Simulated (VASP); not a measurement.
Au, 5 atoms in the cell. The cell holds a slab with vacuum, 5 atoms: a = 2.916 Å, b = 2.916 Å, c = 24.524 Å, α = 90.00°, β = 90.00°, γ = 120.00°. 

| Quantity | Value |
| --- | --- |
| Program | VASP 6.6.1 |
| Task | single point |
| Functional | r2SCAN |
| Potentials or basis | VASP PAW PBE potentials, release 64 (Au) |
| Cutoff | 520 eV |
| k mesh | 12 × 12 × 1 |
| Occupations | gaussian, width 0.1 eV |
| Spin | no spin polarisation |
| Dipole correction | yes |
| Further INCAR settings | ALGO = Normal; EDIFF = 1e-06; NBANDS = 36 |

Potentials or basis: VASP PAW PBE potentials, release 64 (Au).

Command:

```bash
$ cat potpaw_PBE.64/Au/POTCAR > POTCAR
$ cp INCAR.step1 INCAR
$ mpirun -np 1 vasp_std > vasp.out
$ cp INCAR.step2 INCAR
$ mpirun -np 1 vasp_std > vasp.out
```

Hardware: 1 thread of AMD EPYC 7R43 64-Core Processor (Zen 3), on a shared host.

**Question.** Estimate the wall time of this run.

**Answer.** Run time: 18 min on 1 thread of AMD EPYC 7R43 64-Core Processor (Zen 3) (shared host), peak memory 0.37 GiB. Counts: k points 19.
